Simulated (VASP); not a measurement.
# TaGe3Ru (P4mm) in VASP: relaxation of cell and atoms with PBE

Aim: the relaxation of cell and atoms of TaGe3Ru with PBE.

Program: VASP 6.6.1. These are calculated values, not measurements. Logs are shortened: lines on timing, memory, paths and dates and some standing lists are left out, and cuts for length are marked.

### Step 1. The cell of the first run

The structure is tetragonal, space group P4mm (No. 99). The conventional cell has a = 3.697 Å, b = 3.697 Å, c = 6.835 Å, α = 90.00°, β = 90.00°, γ = 90.00°. Within 3.7 Å of Ta (site symmetry 4mm) lie 8 Ge at 2.71 to 2.77 Å and 4 Ta at 3.70 Å. Within 3.2 Å of Ge (site symmetry 2mm) lie 2 Ru at 2.45 Å and 4 Ge at 2.61 Å and 2 Ta at 2.77 Å. Within 3.2 Å of Ge (site symmetry 4mm) lie 1 Ru at 2.44 Å and 4 Ta at 2.71 Å. Ru (site symmetry 4mm) has 5 Ge at 2.44 to 2.45 Å within 3.2 Å.

The cell was generated, and may not be a known phase.

### Step 2. Relaxation of cell and atoms, PBE

Input file INCAR:

```
  ALGO = Normal
  EDIFF = 1E-7
  EDIFFG = -0.01
  ENCUT = 500
  GGA = PE
  GGA_COMPAT = False
  IBRION = 2
  ISIF = 3
  ISMEAR = 0
  LASPH = True
  LCHARG = False
  LREAL = False
  LWAVE = False
  NELM = 120
  NELMIN = 4
  NSW = 100
  PREC = Accurate
  SIGMA = 0.1
```

Input file KPOINTS:

```
k-points
0
Gamma
  10 10 6
```

Input file POSCAR:

```
TaGe3Ru
1.0
    3.6969446883      0.0000000000      0.0000000000
    0.0000000000      3.6969446883      0.0000000000
    0.0000000000      0.0000000000      6.8351739821
Ta Ge Ru
1 3 1
Direct
    0.5000000000      0.5000000000      0.5292580810
    0.5000000000      0.0000000000      0.2266756204
    0.0000000000      0.5000000000      0.2266756204
    0.0000000000      0.0000000000      0.6345678971
    0.0000000000      0.0000000000      0.9910227711
```

Potentials or basis: VASP PAW PBE potentials, release 64 (Ta_pv, Ge_d, Ru_pv).

Run with:

```console
cat potpaw_PBE.64/Ta_pv/POTCAR potpaw_PBE.64/Ge_d/POTCAR potpaw_PBE.64/Ru_pv/POTCAR > POTCAR
mpirun -np 1 vasp_std > vasp.out
```

OUTCAR:

```text
EDIFF = 1E-7
   EDIFFG = -0.01
   ENCUT = 500
   GGA = PE
   IBRION = 2
   ISIF = 3
   ISMEAR = 0
   LASPH = True
   LREAL = False
   NELM = 120
   NELMIN = 4
   NSW = 100
   PREC = Accurate

 ion  position               nearest neighbor table
   1  0.500  0.500  0.529-   4 2.71   4 2.71   4 2.71   4 2.71   3 2.77   3 2.77   2 2.77   2 2.77

   2  0.500  0.000  0.227-   5 2.45   5 2.45   3 2.61   3 2.61   3 2.61   3 2.61   1 2.77   1 2.77

   3  0.000  0.500  0.227-   5 2.45   5 2.45   2 2.61   2 2.61   2 2.61   2 2.61   1 2.77   1 2.77

   4  0.000  0.000  0.635-   5 2.44   1 2.71   1 2.71   1 2.71   1 2.71
   5  0.000  0.000  0.991-   4 2.44   3 2.45   2 2.45   3 2.45   2 2.45

  LATTYP: Found a simple tetragonal cell.
 ALAT       =     3.6969446883
 C/A-ratio  =     1.8488710431

  Lattice vectors:

 A1 = (   3.6969446883,   0.0000000000,   0.0000000000)
 A2 = (   0.0000000000,   3.6969446883,   0.0000000000)
 A3 = (   0.0000000000,   0.0000000000,   6.8351739821)

Analysis of symmetry for initial positions (statically):
=====================================================================
 Subroutine PRICEL returns:
 Original cell was already a primitive cell.

 Routine SETGRP: Setting up the symmetry group for a
 simple tetragonal supercell.

 Subroutine GETGRP returns: Found  8 space group operations
 (whereof  8 operations were pure point group operations)
 out of a pool of 16 trial point group operations.

The static configuration has the point symmetry C_4v.

Analysis of symmetry for dynamics (positions and initial velocities):
=====================================================================
 Subroutine PRICEL returns:
 Original cell was already a primitive cell.

 Routine SETGRP: Setting up the symmetry group for a
 simple tetragonal supercell.

 Subroutine GETGRP returns: Found  8 space group operations
 (whereof  8 operations were pure point group operations)
 out of a pool of 16 trial point group operations.

The dynamic configuration has the point symmetry C_4v.

 Subroutine INISYM returns: Found  8 space group operations
 (whereof  8 operations are pure point group operations),
 and found     1 'primitive' translations

----------------------------------------------------------------------------------------

                                     Primitive cell

  volume of cell :      93.4191

  direct lattice vectors                    reciprocal lattice vectors
     3.696944688  0.000000000  0.000000000     0.270493633  0.000000000  0.000000000
     0.000000000  3.696944688  0.000000000     0.000000000  0.270493633  0.000000000
     0.000000000  0.000000000  6.835173982     0.000000000  0.000000000  0.146302055

  length of vectors
     3.696944688  3.696944688  6.835173982     0.270493633  0.270493633  0.146302055

  position of ions in fractional coordinates (direct lattice)
     0.500000000  0.500000000  0.529258081
     0.500000000  0.000000000  0.226675620
     0.000000000  0.500000000  0.226675620
     0.000000000  0.000000000  0.634567897
     0.000000000  0.000000000  0.991022771

  ion indices of the primitive-cell ions
   primitive index   ion index
                 1           1
                 2           2
                 3           3
                 4           4
                 5           5

----------------------------------------------------------------------------------------

 KPOINTS: k-points

Automatic generation of k-mesh.
 Grid dimensions read from file:
 generate k-points for:   10   10    6

 Generating k-lattice:

  Cartesian coordinates                     Fractional coordinates (reciprocal lattice)
     0.027049363  0.000000000  0.000000000     0.100000000  0.000000000  0.000000000
     0.000000000  0.027049363  0.000000000     0.000000000  0.100000000  0.000000000
     0.000000000  0.000000000  0.024383676     0.000000000  0.000000000  0.166666667

  Length of vectors
     0.027049363  0.027049363  0.024383676

  Shift w.r.t. Gamma in fractional coordinates (k-lattice)
     0.000000000  0.000000000  0.000000000

 Subroutine IBZKPT returns following result:
 ===========================================

 Found     84 irreducible k-points:

 Following reciprocal coordinates:
            Coordinates               Weight
  0.000000  0.000000  0.000000      1.000000
  0.100000  0.000000  0.000000      4.000000
  0.200000  0.000000  0.000000      4.000000
  0.300000  0.000000  0.000000      4.000000
  0.400000  0.000000  0.000000      4.000000
  0.500000  0.000000  0.000000      2.000000
[... 16 lines left out ...]
  0.100000  0.000000  0.166667      8.000000
  0.200000  0.000000  0.166667      8.000000
 [... further k-points ...]
   k-points           NKPTS =     84   k-points in BZ     NKDIM =     84   number of bands    NBANDS=     40
   number of dos      NEDOS =    301   number of ions     NIONS =      5
   total plane-waves  NPLWV =  39200
   dimension x,y,z NGX =    28 NGY =   28 NGZ =   50
   dimension x,y,z NGXF=    56 NGYF=   56 NGZF=  100
   ions per type =               1   3   1
   NGX,Y,Z   is equivalent  to a cutoff of  12.59, 12.59, 12.16 a.u.
   NGXF,Y,Z  is equivalent  to a cutoff of  25.18, 25.18, 24.32 a.u.
 SYSTEM =  unknown system
   PREC   = accura    normal or accurate (medium, high low for compatibility)
   ISTART =      0    job   : 0-new  1-cont  2-samecut
   ICHARG =      2    charge: 1-file 2-atom 10-const
   ISPIN  =      1    spin polarized calculation?
   LNONCOLLINEAR =      F non collinear calculations
   LSORBIT =      F    spin-orbit coupling
   LASPH  =      T    aspherical Exc in radial PAW
   ENCUT  =  500.0 eV  36.75 Ry    6.06 a.u.   6.74  6.74 12.46*2*pi/ulx,y,z
   NELM   =    120;   NELMIN=  4; NELMDL= -5     # of ELM steps
   EDIFF  = 0.1E-06   stopping-criterion for ELM
   LREAL  =      F    real-space projection
   EDIFFG = -.1E-01   stopping-criterion for IOM
   NSW    =    100    number of steps for IOM
   IBRION =      2    ionic relax: 0-MD 1-quasi-New 2-CG
   NFREE  =      1    steps in history (QN), initial steepest desc. (CG)
   ISIF   =      3    stress and relaxation
   ISYM   =      2    0-nonsym 1-usesym 2-fastsym
   POTIM  = 0.5000    time-step for ionic-motion
   TEBEG  =    0.0;   TEEND  =   0.0 temperature during run
   PSTRESS=    0.0 pullay stress
   NELECT =      67.0000    total number of electrons
   NUPDOWN=      -1.0000    fix difference up-down
   EMIN   =  10.00;   EMAX   =-10.00  energy-range for DOS
   EFERMI =   0.00;   METHOD = LEGACY
   ISMEAR =     0;   SIGMA  =   0.10  broadening in eV -4-tet -1-fermi 0-gaus
   EFERMI_NEDOS =   21; number of points for ismear=-14 and -15
   IALGO  =     38    algorithm
   IMIX   =      4    mixing-type and parameters
     AMIX     =   0.40;   BMIX     =  1.00
     AMIX_MAG =   1.60;   BMIX_MAG =  1.00
  volume/ion in A,a.u.               =      18.68       126.08
  Fermi-wavevector in a.u.,A,eV,Ry     =   1.465395  2.769194 29.216899  2.147382
  Thomas-Fermi vector in A             =   2.581257
   LORBIT       =      0    0 simple, 1 ext, 2 COOP (PROOUT), +10 PAW based schemes
   GGA     = PE    functional components
   LHFCALC =     F    Hartree Fock is set to
   AEXX    =    0.0000 exact exchange contribution
   IVDW    =     0    specifies the selected vdW correction
   LEPSILON=     F    determine dielectric tensor
   LRPA    =     F    only Hartree local field effects (RPA)
 conjugate gradient relaxation of ions
 non-spin polarized calculation
 Gauss-broadening in eV      SIGMA  =   0.10
  energy-cutoff  :      500.00
  volume of cell :       93.42
 maximum number of plane-waves:      2412
 NGX is ok and might be reduce to    28
   NGX = 13   NGY = 13   NGZ = 25

--------------------------------------- Ionic step        1  -------------------------------------------

 number of electron      67.0000025 magnetization

 Free energy of the ion-electron system (eV)
  ---------------------------------------------------
  ext. energy  EPLUGINS =         0.00000000
  ---------------------------------------------------
  free energy    TOTEN  =       -33.60838373 eV

  energy without entropy =      -33.58862478  energy(sigma->0) =      -33.59850426

------------------------ aborting loop because EDIFF is reached ----------------------------------------

  FORCE on cell =-STRESS in cart. coord.  units (eV):
  Direction    XX          YY          ZZ          XY          YZ          ZX
  --------------------------------------------------------------------------------------
  -------------------------------------------------------------------------------------
  Total       -0.1774836     -0.1774836      0.4637083      0.0000000      0.0000000      0.0000000
  in kB       -3.0439212     -3.0439212      7.9527984      0.0000000      0.0000000      0.0000000
  external PRESSURE =       0.6216520 kB  Pullay stress =       0.0000000 kB
[... 297 lines left out ...]
  energy  without entropy=      -33.5924923796  energy(sigma->0) =      -33.60212754

--------------------------------------- Ionic step        9  -------------------------------------------

 number of electron      67.0000025 magnetization

 Free energy of the ion-electron system (eV)
  ---------------------------------------------------
  ext. energy  EPLUGINS =         0.00000000
  ---------------------------------------------------
  free energy    TOTEN  =       -33.61184597 eV

  energy without entropy =      -33.59259905  energy(sigma->0) =      -33.60222251

 E-fermi :   6.5066     XC(G=0): -11.4592

 val. band max:        6.4881309754   @ k =   0.3000   0.3000   0.0000
 cond. band min:       6.5097030810   @ k =   0.5000   0.1000   0.3333
 fundamental gap:      0.0215721056
 Fermi energy:         6.5066039879

 k-point     1 :       0.0000    0.0000    0.0000
  band No.  band energies     occupation
      1     -35.8264      2.00000
      2     -35.3944      2.00000
      3     -35.3944      2.00000
      4     -28.1897      2.00000
      5     -28.1578      2.00000
      6     -28.1578      2.00000
[... 1021 lines left out ...]
     39       9.8986      0.00000
     40      11.4175      0.00000

 [... further k-points ...]

------------------------ aborting loop because EDIFF is reached ----------------------------------------

  FORCE on cell =-STRESS in cart. coord.  units (eV):
  Direction    XX          YY          ZZ          XY          YZ          ZX
  --------------------------------------------------------------------------------------
  -------------------------------------------------------------------------------------
  Total       -0.0029407     -0.0029407      0.0002611      0.0000000      0.0000000      0.0000000
  in kB       -0.0503367     -0.0503367      0.0044691      0.0000000      0.0000000      0.0000000
  external PRESSURE =      -0.0320681 kB  Pullay stress =       0.0000000 kB
[... 20 lines left out ...]
  FREE ENERGIE OF THE ION-ELECTRON SYSTEM (eV)
  ---------------------------------------------------
  free  energy   TOTEN  =       -33.6118459700 eV

  energy  without entropy=      -33.5925990499  energy(sigma->0) =      -33.60222251

 reached required accuracy - stopping structural energy minimisation
```

It took 42 min on 1 thread of Oxide Virtual Turin-like, shared host; peak memory 0.37 GiB.

Results:

```
Free energy                           : -33.6118 eV
Relaxed volume                        : 18.72 Å³/atom
Relaxed cell                          : a = 3.683 Å, b = 3.683 Å, c = 6.901 Å, α = 90.00°, β = 90.00°, γ = 90.00°
Space group after relaxing (to 0.1 Å) : P4mm (No. 99)
Energy gained by relaxing             : 0.7 meV/atom
Ionic steps                           : 9
Pressure after relaxing               : 0.0 GPa
Largest force after relaxing          : 0.007 eV/Å
Band gap on the k mesh                : zero (an odd number of electrons rules out a gap without spin polarisation)
```

Forces on the atoms (eV/Å):
```
Ta   0.000  0.000 -0.002
Ge   0.000  0.000  0.002
Ge   0.000  0.000  0.002
Ge   0.000  0.000 -0.007
Ru   0.000  0.000  0.004
```

Step by step:
```csv
step,energy change (eV),largest force (eV/Å),pressure (GPa),volume (Å³)
1,0.0000,0.0579,0.06,93.42
2,-0.0018,0.0926,-0.12,93.52
3,-0.0019,0.1151,-0.17,93.55
4,-0.0028,0.0631,0.24,93.31
5,-0.0029,0.0542,0.31,93.27
6,-0.0034,0.0540,0.00,93.55
7,-0.0034,0.0515,0.06,93.54
8,-0.0034,0.0528,0.00,93.55
9,-0.0035,0.0071,0.00,93.60
```

Final structure:
```
Ta Ge Ru
1.0
     3.68275    0.00000    0.00000
     0.00000    3.68275    0.00000
     0.00000    0.00000    6.90132
Ta Ge Ru
1 3 1
Direct
  0.50000 0.50000 0.52702
  0.50000 0.00000 0.22628
  0.00000 0.50000 0.22628
  0.00000 0.00000 0.63723
  0.00000 0.00000 0.99138
```

Levels at points of the mesh, in eV from the Fermi level:
| k point | band 30 | band 31 | band 32 | band 33 | band 34 | band 35 | band 36 | band 37 |
| --- | --- | --- | --- | --- | --- | --- | --- | --- |
| (0.00, 0.00, 0.00) | -0.87 | -0.47 | -0.29 | -0.29 | 0.20 | 0.20 | 0.96 | 1.13 |
| (0.50, 0.00, 0.00) | -1.63 | -1.61 | -1.30 | -0.20 | -0.10 | 1.22 | 1.48 | 2.17 |
| (0.50, 0.50, 0.00) | -2.27 | -2.27 | -1.22 | -0.35 | 0.63 | 0.63 | 1.07 | 1.66 |
| (0.00, 0.00, 0.50) | -1.09 | -0.97 | -0.97 | -0.47 | 1.12 | 1.30 | 1.44 | 1.44 |
| (0.50, 0.00, 0.50) | -1.59 | -1.32 | -0.93 | -0.77 | 0.13 | 0.63 | 1.23 | 2.37 |
| (0.50, 0.50, 0.50) | -2.41 | -1.69 | -1.01 | -0.35 | 0.75 | 0.75 | 0.94 | 2.24 |

Caveat: spin-orbit coupling is left out, which moves the levels of the heavy elements; an odd number of electrons without spin polarisation forces a metal; a magnetic or distorted state may lie lower.

The gap in the log of VASP goes by the Fermi energy; the results here count the filled bands.